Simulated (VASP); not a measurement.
# SnH4N2Cl2 (C2/m) in VASP: single point with PBE

Aim: the single point of SnH4N2Cl2 with PBE.

All numbers are computed with VASP 6.6.1; they aren't measurements. Logs are shortened: lines on timing, memory, paths and dates and some standing lists are left out, and cuts for length are marked.

## Step 1: The cell of the first run

Symmetry: C2/m, No. 12, monoclinic system. The conventional cell has a = 11.949 Å, b = 3.630 Å, c = 5.633 Å, α = 90.00°, β = 105.71°, γ = 90.00°. Within 3.1 Å of Sn (site symmetry 2/m) lie 2 Cl at 2.24 Å and 4 N at 2.39 Å and 8 H at 3.00 to 3.04 Å. Within 2.8 Å of Cl (site symmetry m) lie 3 H at 2.12 to 2.54 Å and 1 Sn at 2.24 Å. N (site symmetry m) has 2 H at 1.14 Å within 1.5 Å. H (site symmetry m) has 1 N at 1.14 Å within 1.5 Å. Within 1.5 Å of H (site symmetry m) lie 1 N at 1.14 Å.

## Step 2: Single point, PBE

Contents of POSCAR:

```
SnH4N2Cl2
1.0
    0.0000000000      3.6303130000      0.0000000000
    5.9745310000     -1.8151570000      0.0000000000
    1.5255070000      0.0000000000     -5.4224610000
Sn Cl N H
1 2 2 4
Direct
    0.0000000000      0.0000000000      0.0000000000
    0.8812000000      0.7624000000      0.7537000000
    0.1188000000      0.2376000000      0.2463000000
    0.6067000000      0.2134000000      0.7706000000
    0.3933000000      0.7866000000      0.2294000000
    0.6100000000      0.2200000000      0.5660000000
    0.3900000000      0.7800000000      0.4340000000
    0.7010000000      0.4020000000      0.7762000000
    0.2990000000      0.5980000000      0.2238000000
```

Contents of INCAR.step1:

```
SYSTEM = SnH4N2Cl2
  ALGO = Normal
  EDIFF = 1E-7
  ENCUT = 520
  GGA = PE
  ISIF = 2
  ISMEAR = -1
  LASPH = .TRUE.
  LCHARG = .TRUE.
  LREAL = .FALSE.
  LWAVE = .FALSE.
  NBANDS = 31
  NELM = 100
  PREC = Accurate
  SIGMA = 0.1
```

Contents of KPOINTS.step1:

```
k-points
0
G
  6 6 4
  0 0 0
```

Contents of INCAR.step2:

```
SYSTEM = SnH4N2Cl2
  ALGO = Normal
  EDIFF = 1E-7
  ENCUT = 520
  GGA = PE
  ICHARG = 11
  ISIF = 2
  ISMEAR = -5
  LASPH = .TRUE.
  LCHARG = .FALSE.
  LORBIT = 11
  LREAL = .FALSE.
  LWAVE = .FALSE.
  NEDOS = 2001
  NELM = 100
  PREC = Accurate
  SIGMA = 0.1
```

Contents of KPOINTS.step2:

```
k-points
0
G
  9 9 6
  0 0 0
```

Potentials or basis: VASP PAW PBE potentials, release 64 (Sn_d, Cl, N, H).

Run with:

```
$ cat potpaw_PBE.64/Sn_d/POTCAR potpaw_PBE.64/Cl/POTCAR potpaw_PBE.64/N/POTCAR potpaw_PBE.64/H/POTCAR > POTCAR
$ cp INCAR.step1 INCAR
$ cp KPOINTS.step1 KPOINTS
$ mpirun -np 1 vasp_std > vasp.out
$ cp INCAR.step2 INCAR
$ cp KPOINTS.step2 KPOINTS
$ mpirun -np 1 vasp_std > vasp.out
```

OUTCAR:

```text
SYSTEM = SnH4N2Cl2
   EDIFF = 1E-7
   ENCUT = 520
   GGA = PE
   ICHARG = 11
   ISIF = 2
   ISMEAR = -5
   LASPH = .TRUE.
   LORBIT = 11
   LREAL = .FALSE.
   NELM = 100
   PREC = Accurate

 ion  position               nearest neighbor table
   1  0.000  0.000  0.000-   2 2.24   3 2.24   4 2.39   5 2.39   5 2.39   4 2.39
   2  0.881  0.762  0.754-   1 2.24
   3  0.119  0.238  0.246-   1 2.24
   4  0.607  0.213  0.771-   8 1.14   6 1.14   1 2.39   1 2.39
   5  0.393  0.787  0.229-   9 1.14   7 1.14   1 2.39   1 2.39
   6  0.610  0.220  0.566-   4 1.14
   7  0.390  0.780  0.434-   5 1.14
   8  0.701  0.402  0.776-   4 1.14
   9  0.299  0.598  0.224-   5 1.14

  LATTYP: Found a base centered monoclinic cell.
 ALAT       =    11.9490620000
 B/A-ratio  =     0.3038157305
 C/A-ratio  =     0.4714145318
 COS(beta)  =    -0.2708179363

  Lattice vectors:

 A1 = (  -5.9745310000,  -1.8151560000,   0.0000000000)
 A2 = (  -5.9745310000,   1.8151570000,   0.0000000000)
 A3 = (   1.5255070000,   0.0000000000,  -5.4224610000)

Analysis of symmetry for initial positions (statically):
=====================================================================
 Subroutine PRICEL returns:
 Original cell was already a primitive cell.

 Routine SETGRP: Setting up the symmetry group for a
 base centered monoclinic supercell.

 Subroutine GETGRP returns: Found  4 space group operations
 (whereof  4 operations were pure point group operations)
 out of a pool of  4 trial point group operations.

The static configuration has the point symmetry C_2h.

Analysis of symmetry for dynamics (positions and initial velocities):
=====================================================================
 Subroutine PRICEL returns:
 Original cell was already a primitive cell.

 Routine SETGRP: Setting up the symmetry group for a
 base centered monoclinic supercell.

 Subroutine GETGRP returns: Found  4 space group operations
 (whereof  4 operations were pure point group operations)
 out of a pool of  4 trial point group operations.

The dynamic configuration has the point symmetry C_2h.

 Subroutine INISYM returns: Found  4 space group operations
 (whereof  4 operations are pure point group operations),
 and found     1 'primitive' translations

----------------------------------------------------------------------------------------

                                     Primitive cell

  volume of cell :     117.6100

  direct lattice vectors                    reciprocal lattice vectors
     0.000000000  3.630313000  0.000000000     0.083688600  0.275458342  0.023544207
     5.974531000 -1.815157000  0.000000000     0.167377155  0.000000000  0.047088402
     1.525507000  0.000000000 -5.422461000     0.000000000  0.000000000 -0.184418108

  length of vectors
     3.630313000  6.244182541  5.632961468     0.288851882  0.173874752  0.184418108

  position of ions in fractional coordinates (direct lattice)
     0.000000000  0.000000000  0.000000000
     0.881200000  0.762400000  0.753700000
     0.118800000  0.237600000  0.246300000
     0.606700000  0.213400000  0.770600000
     0.393300000  0.786600000  0.229400000
     0.610000000  0.220000000  0.566000000
     0.390000000  0.780000000  0.434000000
     0.701000000  0.402000000  0.776200000
     0.299000000  0.598000000  0.223800000

  ion indices of the primitive-cell ions
   primitive index   ion index
                 1           1
                 2           2
                 3           3
                 4           4
                 5           5
                 6           6
                 7           7
                 8           8
                 9           9

----------------------------------------------------------------------------------------

 KPOINTS: k-points

Automatic generation of k-mesh.
 Grid dimensions read from file:
 generate k-points for:    9    9    6

 Generating k-lattice:

  Cartesian coordinates                     Fractional coordinates (reciprocal lattice)
     0.009298733  0.030606482  0.002616023     0.111111111  0.000000000  0.000000000
     0.018597462  0.000000000  0.005232045     0.000000000  0.111111111 -0.000000000
     0.000000000  0.000000000 -0.030736351     0.000000000  0.000000000  0.166666667

  Length of vectors
     0.032094654  0.019319417  0.030736351

  Shift w.r.t. Gamma in fractional coordinates (k-lattice)
     0.000000000  0.000000000  0.000000000

 TETIRR: Found   1454 inequivalent tetrahedra from     2916

 Subroutine IBZKPT returns following result:
 ===========================================

 Found    140 irreducible k-points:

 Following reciprocal coordinates:
            Coordinates               Weight
  0.000000  0.000000  0.000000      1.000000
  0.111111 -0.000000 -0.000000      4.000000
  0.222222  0.000000 -0.000000      4.000000
  0.333333  0.000000  0.000000      4.000000
  0.444444  0.000000 -0.000000      4.000000
  0.000000  0.111111  0.000000      2.000000
[... 16 lines left out ...]
  0.333333  0.333333  0.000000      2.000000
  0.000000  0.444444 -0.000000      2.000000
 [... further k-points ...]
   k-points           NKPTS =    140   k-points in BZ     NKDIM =    140   number of bands    NBANDS=     26
   number of dos      NEDOS =   2001   number of ions     NIONS =      9
   total plane-waves  NPLWV =  56448
   dimension x,y,z NGX =    28 NGY =   48 NGZ =   42
   dimension x,y,z NGXF=    56 NGYF=   96 NGZF=   84
   ions per type =               1   2   2   4
   NGX,Y,Z   is equivalent  to a cutoff of  12.82, 12.78, 12.40 a.u.
   NGXF,Y,Z  is equivalent  to a cutoff of  25.64, 25.56, 24.79 a.u.
 SYSTEM =  SnH4N2Cl2
   PREC   = accura    normal or accurate (medium, high low for compatibility)
   ISTART =      0    job   : 0-new  1-cont  2-samecut
   ICHARG =     11    charge: 1-file 2-atom 10-const
   ISPIN  =      1    spin polarized calculation?
   LNONCOLLINEAR =      F non collinear calculations
   LSORBIT =      F    spin-orbit coupling
   LASPH  =      T    aspherical Exc in radial PAW
   ENCUT  =  520.0 eV  38.22 Ry    6.18 a.u.   6.75 11.61 10.47*2*pi/ulx,y,z
   NELM   =    100;   NELMIN=  2; NELMDL=  0     # of ELM steps
   EDIFF  = 0.1E-06   stopping-criterion for ELM
   LREAL  =      F    real-space projection
   EDIFFG = 0.1E-05   stopping-criterion for IOM
   NSW    =      0    number of steps for IOM
   IBRION =     -1    ionic relax: 0-MD 1-quasi-New 2-CG
   NFREE  =      0    steps in history (QN), initial steepest desc. (CG)
   ISIF   =      2    stress and relaxation
   ISYM   =      2    0-nonsym 1-usesym 2-fastsym
   POTIM  = 0.5000    time-step for ionic-motion
   TEBEG  =    0.0;   TEEND  =   0.0 temperature during run
   PSTRESS=    0.0 pullay stress
   NELECT =      42.0000    total number of electrons
   NUPDOWN=      -1.0000    fix difference up-down
   EMIN   =  10.00;   EMAX   =-10.00  energy-range for DOS
   EFERMI =   0.00;   METHOD = LEGACY
   ISMEAR =    -5;   SIGMA  =   0.10  broadening in eV -4-tet -1-fermi 0-gaus
   EFERMI_NEDOS =   21; number of points for ismear=-14 and -15
   IALGO  =     38    algorithm
   IMIX   =      4    mixing-type and parameters
     AMIX     =   0.40;   BMIX     =  1.00
     AMIX_MAG =   1.60;   BMIX_MAG =  1.00
  volume/ion in A,a.u.               =      13.07        88.19
  Fermi-wavevector in a.u.,A,eV,Ry     =   1.161475  2.194869 18.354584  1.349024
  Thomas-Fermi vector in A             =   2.298046
   LORBIT       =     11    0 simple, 1 ext, 2 COOP (PROOUT), +10 PAW based schemes
   GGA     = PE    functional components
   LHFCALC =     F    Hartree Fock is set to
   AEXX    =    0.0000 exact exchange contribution
   IVDW    =     0    specifies the selected vdW correction
   LEPSILON=     F    determine dielectric tensor
   LRPA    =     F    only Hartree local field effects (RPA)
 non-spin polarized calculation
 Fermi weights with tetrahedron method with Bloechl corrections
  energy-cutoff  :      520.00
  volume of cell :      117.61
 maximum number of plane-waves:      3189

 number of electron      42.0000004 magnetization

 Free energy of the ion-electron system (eV)
  ---------------------------------------------------
  ext. energy  EPLUGINS =         0.00000000
  ---------------------------------------------------
  free energy    TOTEN  =       -40.58225407 eV

  energy without entropy =      -40.58225407  energy(sigma->0) =      -40.58225407

 E-fermi :   1.7283     XC(G=0):  -8.8414

 val. band max:        1.7174349558   @ k =   0.0000   0.3333   0.1667
 cond. band min:       3.5560355172   @ k =   0.0000   0.0000   0.0000
 fundamental gap:      1.8386005615
 Fermi energy:         1.7282739101

 k-point     1 :       0.0000    0.0000    0.0000
  band No.  band energies     occupation
      1     -19.3125      2.00000
      2     -18.9010      2.00000
      3     -18.8772      2.00000
      4     -18.8496      2.00000
      5     -18.8195      2.00000
      6     -13.7033      2.00000
[... 18 lines left out ...]
     25       7.7749      0.00000
     26       9.7225      0.00000

 k-point     2 :       0.1111   -0.0000   -0.0000
  band No.  band energies     occupation
      1     -19.3090      2.00000
      2     -18.9006      2.00000
      3     -18.8800      2.00000
      4     -18.8430      2.00000
      5     -18.8293      2.00000
      6     -13.6351      2.00000
[... 18 lines left out ...]
     25       8.0581      0.00000
     26       9.6667      0.00000

 k-point     3 :       0.2222    0.0000   -0.0000
  band No.  band energies     occupation
      1     -19.3003      2.00000
      2     -18.8994      2.00000
      3     -18.8870      2.00000
      4     -18.8540      2.00000
      5     -18.8259      2.00000
      6     -13.4411      2.00000
[... 18 lines left out ...]
     25       8.7183      0.00000
     26       9.3581      0.00000

 k-point     4 :       0.3333    0.0000    0.0000
  band No.  band energies     occupation
      1     -19.2910      2.00000
      2     -18.8981      2.00000
      3     -18.8950      2.00000
      4     -18.8816      2.00000
      5     -18.8059      2.00000
      6     -13.1577      2.00000
[... 18 lines left out ...]
     25       9.3589      0.00000
     26       9.4936      0.00000
[... 496 lines left out ...]
      1     -19.3006      2.00000
      2     -18.8993      2.00000
      3     -18.8870      2.00000
      4     -18.8540      2.00000
      5     -18.8259      2.00000
      6     -13.1895      2.00000
[... 18 lines left out ...]
     25       8.8926      0.00000
     26       9.1275      0.00000

 k-point    23 :       0.3333    0.3333    0.0000
  band No.  band energies     occupation
      1     -19.2911      2.00000
      2     -18.8980      2.00000
      3     -18.8950      2.00000
      4     -18.8816      2.00000
      5     -18.8059      2.00000
      6     -12.9189      2.00000
[... 18 lines left out ...]
     25       8.8733      0.00000
     26       9.4802      0.00000

 k-point    24 :       0.0000    0.4444   -0.0000
  band No.  band energies     occupation
      1     -19.3129      2.00000
      2     -18.9008      2.00000
      3     -18.8772      2.00000
      4     -18.8496      2.00000
      5     -18.8194      2.00000
      6     -13.4242      2.00000
[... 18 lines left out ...]
     25       8.3827      0.00000
     26       9.3709      0.00000

 [... further k-points ...]
[... 5 lines left out ...]
  --------------------------------------------------------------------------------------
  -------------------------------------------------------------------------------------
  Total        1.8927540     -4.9096021     -4.0788854     -0.0000000      0.0000007     -6.6730830
  in kB       25.7846014    -66.8825089    -55.5658239     -0.0000000      0.0000089    -90.9060486
  external PRESSURE =     -32.2212438 kB  Pullay stress =       0.0000000 kB

 VOLUME and BASIS-vectors are now :
 -----------------------------------------------------------------------------
  energy-cutoff  :      520.00
  volume of cell :      117.61
      direct lattice vectors                 reciprocal lattice vectors
     0.000000000  3.630313000  0.000000000     0.083688600  0.275458342  0.023544207
     5.974531000 -1.815157000  0.000000000     0.167377155  0.000000000  0.047088402
     1.525507000  0.000000000 -5.422461000     0.000000000  0.000000000 -0.184418108

 POSITION                                       TOTAL-FORCE (eV/Angst)
 -----------------------------------------------------------------------------------
      0.00000      0.00000      0.00000         0.000000      0.000000      0.000000
      5.70476      1.81516     -4.08691        -2.052132      0.000000      1.500890
      1.79528     -0.00000     -1.33555         2.052132     -0.000000     -1.500890
      2.45052      1.81516     -4.17855         1.145805     -0.000000      1.649326
      5.04952     -0.00000     -1.24391        -1.145805      0.000000     -1.649326
      2.17783      1.81516     -3.06911         0.668677      0.000000     -3.209602
      5.32220     -0.00000     -2.35335        -0.668677     -0.000000      3.209602
      3.58586      1.81516     -4.20891        -3.070993      0.000000     -0.029455
      3.91418     -0.00000     -1.21355         3.070993     -0.000000      0.029455
 -----------------------------------------------------------------------------------
    total drift:                               -0.000000      0.000000      0.000000

  FREE ENERGIE OF THE ION-ELECTRON SYSTEM (eV)
  ---------------------------------------------------
  free  energy   TOTEN  =       -40.5822540652 eV

  energy  without entropy=      -40.5822540652  energy(sigma->0) =      -40.58225407

 total charge

# of ion       s       p       d       tot
------------------------------------------
    1        0.961   1.039  10.225  12.225
    2        1.607   3.583   0.000   5.190
    3        1.607   3.583   0.000   5.190
    4        1.223   2.479   0.000   3.702
    5        1.223   2.479   0.000   3.702
    6        0.527   0.049   0.000   0.576
    7        0.527   0.049   0.000   0.576
    8        0.533   0.054   0.000   0.587
    9        0.533   0.054   0.000   0.587
--------------------------------------------------
tot          8.743  13.366  10.225  32.334
```

It took 5.9 min on 1 thread of Intel Xeon Platinum 8259CL at 2.50GHz (Skylake/Cascade Lake), shared host; peak memory 0.52 GiB.

What came out:

* Valence electrons inside the program's atomic spheres: Sn 12.22; Cl 5.19; N 3.70; H 0.58, 0.59 (each value once)

Caveat: spin-orbit coupling is left out, which moves the levels of the heavy elements.
